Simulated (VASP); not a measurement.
# Na (P6_3/mmc) in VASP: settings compared

Na is run at these levels: LDA, PBEsol; tasks: density of states.

Everything below comes from runs of VASP 6.6.1. Logs are shortened: lines on timing, memory, paths and dates and some standing lists are left out, and cuts for length are marked.

## (1) The cell of the first run

The structure is hexagonal, space group P6_3/mmc (No. 194). Conventional cell: a = 3.767 Å, b = 3.767 Å, c = 6.154 Å, α = 90.00°, β = 90.00°, γ = 120.00°. Within 4.9 Å of Na (site symmetry -6m2) lie 12 Na at 3.77 Å.

## (2) Density of states, LDA

Contents of POSCAR:

```
Na
1.0
    3.7670000000      0.0000000000      0.0000000000
   -1.8835000000      3.2623176961      0.0000000000
    0.0000000000      0.0000000000      6.1540000000
Na
2
Direct
    0.6666666667      0.3333333333      0.7500000000
    0.3333333333      0.6666666667      0.2500000000
```

Contents of INCAR.step1:

```
  ALGO = Fast
  EDIFF = 1E-6
  ENCUT = 520
  GGA = CA
  ISIF = 2
  ISMEAR = -1
  LASPH = True
  LCHARG = True
  LREAL = False
  LWAVE = False
  NBANDS = 14
  NELM = 100
  PREC = Accurate
  SIGMA = 0.05
```

Contents of KPOINTS.step1:

```
k-points
0
Gamma
  5 5 3
```

Contents of INCAR.step2:

```
  ALGO = Fast
  EDIFF = 1E-6
  ENCUT = 520
  GGA = CA
  ICHARG = 11
  ISIF = 2
  ISMEAR = -5
  LASPH = True
  LCHARG = False
  LORBIT = 11
  LREAL = False
  LWAVE = False
  NBANDS = 14
  NEDOS = 1001
  NELM = 100
  PREC = Accurate
  SIGMA = 0.05
```

Contents of KPOINTS.step2:

```
k-points
0
Gamma
  8 8 5
```

Potentials or basis: VASP PAW LDA potentials, release 64 (Na_pv).

Run with:

```sh
> cat potpaw_LDA.64/Na_pv/POTCAR > POTCAR
> cp INCAR.step1 INCAR
> cp KPOINTS.step1 KPOINTS
> mpirun -np 1 vasp_std > vasp.out
> cp INCAR.step2 INCAR
> cp KPOINTS.step2 KPOINTS
> mpirun -np 1 vasp_std > vasp.out
```

OUTCAR:

```text
EDIFF = 1E-6
   ENCUT = 520
   GGA = CA
   ICHARG = 11
   ISIF = 2
   ISMEAR = -5
   LASPH = True
   LORBIT = 11
   LREAL = False
   NELM = 100
   PREC = Accurate

 ion  position               nearest neighbor table
   1  0.667  0.333  0.750-
   2  0.333  0.667  0.250-

  LATTYP: Found a hexagonal cell.
 ALAT       =     3.7670000000
 C/A-ratio  =     1.6336607380

  Lattice vectors:

 A1 = (   3.7670000000,   0.0000000000,   0.0000000000)
 A2 = (  -1.8835000000,   3.2623176961,   0.0000000000)
 A3 = (   0.0000000000,   0.0000000000,   6.1540000000)

Analysis of symmetry for initial positions (statically):
=====================================================================
 Subroutine PRICEL returns:
 Original cell was already a primitive cell.

 Routine SETGRP: Setting up the symmetry group for a
 hexagonal supercell.

 Subroutine GETGRP returns: Found 24 space group operations
 (whereof 12 operations were pure point group operations)
 out of a pool of 24 trial point group operations.

The static configuration has the point symmetry D_3d.
 The point group associated with its full space group is D_6h.

Analysis of symmetry for dynamics (positions and initial velocities):
=====================================================================
 Subroutine PRICEL returns:
 Original cell was already a primitive cell.

 Routine SETGRP: Setting up the symmetry group for a
 hexagonal supercell.

 Subroutine GETGRP returns: Found 24 space group operations
 (whereof 12 operations were pure point group operations)
 out of a pool of 24 trial point group operations.

The dynamic configuration has the point symmetry D_3d.
 The point group associated with its full space group is D_6h.

 Subroutine INISYM returns: Found 24 space group operations
 (whereof 12 operations are pure point group operations),
 and found     1 'primitive' translations

----------------------------------------------------------------------------------------

                                     Primitive cell

  volume of cell :      75.6274

  direct lattice vectors                    reciprocal lattice vectors
     3.767000000  0.000000000  0.000000000     0.265463233  0.153265269  0.000000000
    -1.883500000  3.262317696  0.000000000     0.000000000  0.306530538  0.000000000
     0.000000000  0.000000000  6.154000000     0.000000000  0.000000000  0.162495938

  length of vectors
     3.767000000  3.767000000  6.154000000     0.306530538  0.306530538  0.162495938

  position of ions in fractional coordinates (direct lattice)
     0.666666667  0.333333333  0.750000000
     0.333333333  0.666666667  0.250000000

  ion indices of the primitive-cell ions
   primitive index   ion index
                 1           1
                 2           2

----------------------------------------------------------------------------------------

 KPOINTS: k-points

Automatic generation of k-mesh.
 Grid dimensions read from file:
 generate k-points for:    8    8    5

 Generating k-lattice:

  Cartesian coordinates                     Fractional coordinates (reciprocal lattice)
     0.033182904  0.019158159  0.000000000     0.125000000  0.000000000  0.000000000
     0.000000000  0.038316317  0.000000000     0.000000000  0.125000000  0.000000000
     0.000000000  0.000000000  0.032499188     0.000000000  0.000000000  0.200000000

  Length of vectors
     0.038316317  0.038316317  0.032499188

  Shift w.r.t. Gamma in fractional coordinates (k-lattice)
     0.000000000  0.000000000  0.000000000

 TETIRR: Found    308 inequivalent tetrahedra from     1920

 Subroutine IBZKPT returns following result:
 ===========================================

 Found     30 irreducible k-points:

 Following reciprocal coordinates:
            Coordinates               Weight
  0.000000  0.000000  0.000000      1.000000
  0.125000  0.000000  0.000000      6.000000
  0.250000  0.000000  0.000000      6.000000
  0.375000 -0.000000  0.000000      6.000000
  0.500000  0.000000  0.000000      3.000000
  0.125000  0.125000  0.000000      6.000000
[... 16 lines left out ...]
  0.250000  0.000000  0.400000     12.000000
  0.375000 -0.000000  0.400000     12.000000
 [... further k-points ...]
   k-points           NKPTS =     30   k-points in BZ     NKDIM =     30   number of bands    NBANDS=     14
   number of dos      NEDOS =   1001   number of ions     NIONS =      2
   total plane-waves  NPLWV =  37632
   dimension x,y,z NGX =    28 NGY =   28 NGZ =   48
   dimension x,y,z NGXF=    56 NGYF=   56 NGZF=   96
   ions per type =               2
   NGX,Y,Z   is equivalent  to a cutoff of  12.36, 12.36, 12.97 a.u.
   NGXF,Y,Z  is equivalent  to a cutoff of  24.71, 24.71, 25.93 a.u.
 SYSTEM =  unknown system
   PREC   = accura    normal or accurate (medium, high low for compatibility)
   ISTART =      0    job   : 0-new  1-cont  2-samecut
   ICHARG =     11    charge: 1-file 2-atom 10-const
   ISPIN  =      1    spin polarized calculation?
   LNONCOLLINEAR =      F non collinear calculations
   LSORBIT =      F    spin-orbit coupling
   LASPH  =      T    aspherical Exc in radial PAW
   ENCUT  =  520.0 eV  38.22 Ry    6.18 a.u.   7.00  7.00 11.44*2*pi/ulx,y,z
   NELM   =    100;   NELMIN=  2; NELMDL=  0     # of ELM steps
   EDIFF  = 0.1E-05   stopping-criterion for ELM
   LREAL  =      F    real-space projection
   EDIFFG = 0.1E-04   stopping-criterion for IOM
   NSW    =      0    number of steps for IOM
   IBRION =     -1    ionic relax: 0-MD 1-quasi-New 2-CG
   NFREE  =      0    steps in history (QN), initial steepest desc. (CG)
   ISIF   =      2    stress and relaxation
   ISYM   =      2    0-nonsym 1-usesym 2-fastsym
   POTIM  = 0.5000    time-step for ionic-motion
   TEBEG  =    0.0;   TEEND  =   0.0 temperature during run
   PSTRESS=    0.0 pullay stress
   NELECT =      14.0000    total number of electrons
   NUPDOWN=      -1.0000    fix difference up-down
   EMIN   =  10.00;   EMAX   =-10.00  energy-range for DOS
   EFERMI =   0.00;   METHOD = LEGACY
   ISMEAR =    -5;   SIGMA  =   0.05  broadening in eV -4-tet -1-fermi 0-gaus
   EFERMI_NEDOS =   21; number of points for ismear=-14 and -15
   IALGO  =     68    algorithm
   IMIX   =      4    mixing-type and parameters
     AMIX     =   0.40;   BMIX     =  1.00
     AMIX_MAG =   1.60;   BMIX_MAG =  1.00
  volume/ion in A,a.u.               =      37.81       255.18
  Fermi-wavevector in a.u.,A,eV,Ry     =   0.933020  1.763153 11.844235  0.870527
  Thomas-Fermi vector in A             =   2.059678
   LORBIT       =     11    0 simple, 1 ext, 2 COOP (PROOUT), +10 PAW based schemes
   GGA     = CA    functional components
   LHFCALC =     F    Hartree Fock is set to
   AEXX    =    0.0000 exact exchange contribution
   IVDW    =     0    specifies the selected vdW correction
   LEPSILON=     F    determine dielectric tensor
   LRPA    =     F    only Hartree local field effects (RPA)
 non-spin polarized calculation
 RMM-DIIS sequential band-by-band and
 Fermi weights with tetrahedron method with Bloechl corrections
  energy-cutoff  :      520.00
  volume of cell :       75.63
 maximum number of plane-waves:      2059
 NGX is ok and might be reduce to    28

 number of electron      14.0000012 magnetization

 Free energy of the ion-electron system (eV)
  ---------------------------------------------------
  ext. energy  EPLUGINS =         0.00000000
  ---------------------------------------------------
  free energy    TOTEN  =        -2.88562827 eV

  energy without entropy =       -2.88562827  energy(sigma->0) =       -2.88562827

 E-fermi :   0.1300     XC(G=0):  -6.6719

 val. band max:        0.3665218241   @ k =   0.5000   0.0000   0.0000
 cond. band min:       0.0780198894   @ k =   0.1250   0.1250   0.2000
 fundamental gap:     -0.2885019348
 Fermi energy:         0.1299659096

 k-point     1 :       0.0000    0.0000    0.0000
  band No.  band energies     occupation
      1     -24.8829      2.00000
      2     -24.8548      2.00000
      3     -24.8548      2.00000
      4     -24.8501      2.00000
      5     -24.8501      2.00000
      6     -24.8498      2.00000
      7      -3.1361      2.00000
      8       0.6836      0.17501
      9       0.9969      0.00000
     10       9.9470      0.00000
     11       9.9471      0.00000
     12      10.2159      0.00000
     13      10.2159      0.00000
     14      10.4791      0.00000

 k-point     2 :       0.1250    0.0000    0.0000
  band No.  band energies     occupation
      1     -24.8813      2.00000
      2     -24.8584      2.00000
      3     -24.8559      2.00000
      4     -24.8539      2.00000
      5     -24.8507      2.00000
      6     -24.8504      2.00000
      7      -2.9082      2.00000
      8       0.8861     -0.08621
      9       1.2198      0.00000
     10       7.3482      0.00000
     11       8.7687      0.00000
     12       9.1503      0.00000
     13      10.7309      0.00000
     14      11.1346      0.00000

 k-point     3 :       0.2500    0.0000    0.0000
  band No.  band energies     occupation
      1     -24.8769      2.00000
      2     -24.8673      2.00000
      3     -24.8628      2.00000
      4     -24.8586      2.00000
      5     -24.8524      2.00000
      6     -24.8524      2.00000
      7      -2.2305      2.00000
      8       1.4950     -0.09261
      9       1.8643      0.00000
     10       4.7231      0.00000
     11       7.7211      0.00000
     12       7.8343      0.00000
     13       8.0778      0.00000
     14       9.4820      0.00000
[... 324 lines left out ...]
 k-point    23 :       0.2500    0.0000    0.4000
  band No.  band energies     occupation
      1     -24.8734      2.00000
      2     -24.8691      2.00000
      3     -24.8608      2.00000
      4     -24.8565      2.00000
      5     -24.8563      2.00000
      6     -24.8545      2.00000
      7      -1.5882      2.00000
      8      -0.7961      2.12264
      9       4.9460      0.00000
     10       5.5597      0.00000
     11       5.9492      0.00000
     12       7.4546      0.00000
     13       8.3747      0.00000
     14       9.0548      0.00000

 k-point    24 :       0.3750   -0.0000    0.4000
  band No.  band energies     occupation
      1     -24.8793      2.00000
      2     -24.8772      2.00000
      3     -24.8613      2.00000
      4     -24.8588      2.00000
      5     -24.8571      2.00000
      6     -24.8566      2.00000
      7      -0.4905      1.96465
      8       0.2836      0.38954
      9       2.9445      0.00000
     10       3.6870      0.00000
     11       6.2825      0.00000
     12       7.8130      0.00000
     13       7.8796      0.00000
     14       8.4876      0.00000

 [... further k-points ...]
[... 5 lines left out ...]
  --------------------------------------------------------------------------------------
  -------------------------------------------------------------------------------------
  Total       -0.3696288     -0.3696288     -0.5090133     -0.0000000      0.0000000      0.0000000
  in kB       -7.8306367     -7.8306367    -10.7835143     -0.0000000      0.0000000      0.0000000
  external PRESSURE =      -8.8149292 kB  Pullay stress =       0.0000000 kB

 VOLUME and BASIS-vectors are now :
 -----------------------------------------------------------------------------
  energy-cutoff  :      520.00
  volume of cell :       75.63
      direct lattice vectors                 reciprocal lattice vectors
     3.767000000  0.000000000  0.000000000     0.265463233  0.153265269  0.000000000
    -1.883500000  3.262317696  0.000000000     0.000000000  0.306530538  0.000000000
     0.000000000  0.000000000  6.154000000     0.000000000  0.000000000  0.162495938

 POSITION                                       TOTAL-FORCE (eV/Angst)
 -----------------------------------------------------------------------------------
      1.88350      1.08744      4.61550         0.000000      0.000000     -0.000000
     -0.00000      2.17488      1.53850        -0.000000     -0.000000      0.000000
 -----------------------------------------------------------------------------------
    total drift:                                0.000000     -0.000000      0.000000

  FREE ENERGIE OF THE ION-ELECTRON SYSTEM (eV)
  ---------------------------------------------------
  free  energy   TOTEN  =        -2.8856282651 eV

  energy  without entropy=       -2.8856282651  energy(sigma->0) =       -2.88562827

 total charge

# of ion       s       p       d       tot
------------------------------------------
    1        0.102   5.961   0.000   6.063
    2        0.102   5.961   0.000   6.063
--------------------------------------------------
tot          0.203  11.922   0.000  12.125
```

It took 18 s on 1 thread of AMD EPYC 7R13 (Zen 3), shared host; peak memory 0.12 GiB.

Results:

```
Valence electrons inside the program's atomic spheres : Na 6.06
```

Caveat: the k points lie up to 0.39 Å⁻¹ apart; tetrahedron occupations give inexact forces and stress in metals.

## (3) Density of states, PBEsol

POSCAR is that of step 2.

Contents of INCAR.step1:

```
SYSTEM = Na
PREC     = Accurate       ! precision mode
ENCUT    = 520            ! plane-wave cutoff, eV
EDIFF    = 1E-6           ! SCF threshold, eV
ISMEAR   = -1             ! smearing method
SIGMA    = 0.05           ! smearing width, eV
LREAL    = .FALSE.        ! projectors in reciprocal space
LASPH    = .TRUE.         ! aspherical terms in the spheres
NELM     = 100            ! most SCF steps
ALGO     = Normal         ! electronic algorithm
ISIF     = 2              ! what is computed and relaxed
LWAVE    = .FALSE.        ! write WAVECAR
LCHARG   = .TRUE.         ! write CHGCAR
GGA      = PS             ! functional
NBANDS   = 14             ! bands
```

Contents of KPOINTS.step1:

```
regular mesh
0
G
  5 5 3
  0 0 0
```

Contents of INCAR.step2:

```
SYSTEM = Na
PREC     = Accurate       ! precision mode
ENCUT    = 520            ! plane-wave cutoff, eV
EDIFF    = 1E-6           ! SCF threshold, eV
ISMEAR   = -5             ! smearing method
SIGMA    = 0.05           ! smearing width, eV
LREAL    = .FALSE.        ! projectors in reciprocal space
LASPH    = .TRUE.         ! aspherical terms in the spheres
NELM     = 100            ! most SCF steps
ALGO     = Normal         ! electronic algorithm
ISIF     = 2              ! what is computed and relaxed
LWAVE    = .FALSE.        ! write WAVECAR
LCHARG   = .FALSE.        ! write CHGCAR
GGA      = PS             ! functional
LORBIT   = 11             ! projections on sites
NBANDS   = 14             ! bands
NEDOS    = 1001           ! points of the DOS
ICHARG   = 11             ! starting density
```

Contents of KPOINTS.step2:

```
regular mesh
0
G
  8 8 5
  0 0 0
```

Potentials or basis: VASP PAW PBE potentials, release 64 (Na_pv).

Run with:

```sh
> cat potpaw_PBE.64/Na_pv/POTCAR > POTCAR
> cp INCAR.step1 INCAR
> cp KPOINTS.step1 KPOINTS
> mpirun -np 1 vasp_std > vasp.out
> cp INCAR.step2 INCAR
> cp KPOINTS.step2 KPOINTS
> mpirun -np 1 vasp_std > vasp.out
```

Wall time 17 s (1 thread of AMD EPYC 7R13 (Zen 3), shared host); peak memory 0.14 GiB.

The run converged. Its results:

```yaml
Valence_electrons_inside_the_program's_atomic_spheres: Na 6.06
```

Levels at points of the mesh, in eV from the Fermi level:
| k point | band 4 | band 5 | band 6 | band 7 | band 8 | band 9 | band 10 | band 11 |
| --- | --- | --- | --- | --- | --- | --- | --- | --- |
| (0.00, 0.00, 0.00) | -24.82 | -24.82 | -24.82 | -3.26 | 0.52 | 0.93 | 9.85 | 9.85 |
| (0.50, 0.00, 0.00) | -24.83 | -24.82 | -24.82 | 0.22 | 0.33 | 3.79 | 3.80 | 4.27 |

Caveat: the k points lie up to 0.39 Å⁻¹ apart; the PAW data sets were made with another functional, which shifts forces and pressure a little; tetrahedron occupations give inexact forces and stress in metals.
